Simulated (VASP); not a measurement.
Write the native input for VASP 6.6.1 that does the following.

```yaml
Task: relaxation of cell and atoms
Functional: PBE
Potentials_or_basis: VASP PAW PBE potentials, release 64 (P)
Cutoff: 600 eV
k_mesh: 9 × 9 × 4
Occupations: gaussian, width 0.1 eV
Spin: no spin polarisation
Dipole_correction: no
Further_INCAR_settings: ALGO = Normal; EDIFF = 1e-07; IBRION = 2; EDIFFG = -0.04; NSW = 90; ISIF = 3
```

The structure of P lies in POSCAR:

```
P
1.0
    2.6515948336      0.0000000000      0.0000000000
   -1.3257974168      2.2963484864      0.0000000000
    0.0000000000      0.0000000000      4.8435474976
P
2
Direct
    0.0000000000      0.0000000000      0.2384622207
    0.0000000000      0.0000000000      0.7615377793
```

The cell was built from a structure type or drawn by symmetry, and may not be a known phase.

These files were run (other wordings do the same):

INCAR

```
SYSTEM = P
PREC     = Accurate       ! precision mode
ENCUT    = 600            ! plane-wave cutoff, eV
EDIFF    = 1E-7           ! SCF threshold, eV
ISMEAR   = 0              ! smearing method
SIGMA    = 0.1            ! smearing width, eV
LREAL    = .False.        ! projectors in reciprocal space
LASPH    = .True.         ! aspherical terms in the spheres
NELM     = 80             ! most SCF steps
ALGO     = Normal         ! electronic algorithm
ISIF     = 3              ! what is computed and relaxed
LWAVE    = .False.        ! write WAVECAR
LCHARG   = .False.        ! write CHGCAR
GGA      = PE             ! functional
IBRION   = 2              ! ionic algorithm
NSW      = 90             ! ionic steps
EDIFFG   = -0.04          ! ionic threshold
```

KPOINTS

```
Automatic mesh
0
Gamma
  9 9 4
  0 0 0
```

Potentials or basis: VASP PAW PBE potentials, release 64 (P).

Launch:

```console
$ cat potpaw_PBE.64/P/POTCAR > POTCAR
$ mpirun -np 1 vasp_std > vasp.out
```

Results of the run:

| Property | Result |
| --- | --- |
| Relaxed volume | 15.42 Å³/atom |
| Relaxed cell | a = 2.644 Å, b = 2.644 Å, c = 5.094 Å, α = 90.00°, β = 90.00°, γ = 120.00° |
| Space group after relaxing (to 0.1 Å) | P6/mmm (No. 191) |
| Energy gained by relaxing | 11.3 meV/atom |
| Ionic steps | 13 |
| Pressure after relaxing | 0.1 GPa |
| Largest force after relaxing | 0.011 eV/Å |
| Band gap on the k mesh | zero (bands 5 and 6 overlap by 10.33 eV) |

Wall time 2 min on 1 thread of AMD EPYC 7R13, with other jobs on the host, peak memory 0.12 GiB.
